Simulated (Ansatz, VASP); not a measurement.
## One calculation of AlAs, two programs

```
CELL_PARAMETERS angstrom
0.00000 2.79793 2.79793
2.79793 0.00000 2.79793
2.79793 2.79793 0.00000
ATOMIC_POSITIONS crystal
Al 0.00000 0.00000 0.00000
As 0.75000 0.75000 0.75000
```

Alike in both runs: task single point; functional RPBE; dispersion D4; k mesh 8 × 8 × 8; occupations gaussian, width 0.05 eV; no spin polarisation.

|  | VASP | Ansatz |
| --- | --- | --- |
| version | VASP 6.6.1 | Ansatz 0.2.0 |
| potentials or method | VASP PAW PBE potentials, release 64 (Al, As), cutoff 500 eV | scalar-relativistic, plane waves, PAW |
| valence electrons in the cell | 8 | 18 |

|  | VASP | Ansatz | Ansatz less VASP |
| --- | --- | --- | --- |
| gap on the k mesh at the Fermi level (eV) | 1.45 | 1.46 | +0.009 |
| least direct gap on the mesh (eV) | 2.47 | 2.46 | -0.009 |
| pressure (GPa) | 1.7 | 1.6 | -0.12 |

VASP's potentials were made for PBE, not for RPBE. VASP's potentials hold 8 valence electrons a cell and Ansatz's 18, so a difference there can come from the potentials and not from the codes.
